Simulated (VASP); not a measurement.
GaCo, 2 atoms in the cell. It takes space group Pm-3m (No. 221, cubic). Conventional cell: a = 3.019 Å, b = 3.019 Å, c = 3.019 Å, α = 90.00°, β = 90.00°, γ = 90.00°. Within 3.4 Å of Ga (site symmetry m-3m) lie 8 Co at 2.61 Å and 6 Ga at 3.02 Å. Co (site symmetry m-3m) has 8 Ga at 2.61 Å and 6 Co at 3.02 Å within 3.4 Å. 

* Program: VASP 6.6.1
* Task: single point
* Functional: PBEsol
* Potentials or basis: VASP PAW PBE potentials, release 64 (Ga_d, Co_sv)
* Cutoff: 600 eV
* k mesh: 9 × 9 × 9
* Occupations: fermi-dirac, width 0.05 eV
* Spin: collinear spin, ferromagnetic start
* Starting moments: [0.0, 2.0] μB
* Hubbard terms: Co d U = 5.3 eV
* Dipole correction: no
* Further INCAR settings: ALGO = Normal; EDIFF = 1e-06; NBANDS = 26

Potentials or basis: VASP PAW PBE potentials, release 64 (Ga_d, Co_sv).

Command:

```console
$ cat potpaw_PBE.64/Ga_d/POTCAR potpaw_PBE.64/Co_sv/POTCAR > POTCAR
$ mpirun -np 1 vasp_std > vasp.out
```

Hardware: 1 thread of Intel(R) Xeon(R) 6975P-C (Granite Rapids), with other jobs on the host.

Q: Estimate the wall time of this run.

A: Run time: 22 s on 1 thread of Intel(R) Xeon(R) 6975P-C (Granite Rapids) (shared host), peak memory 0.18 GiB. Counts: scf iterations 18, k points 35.
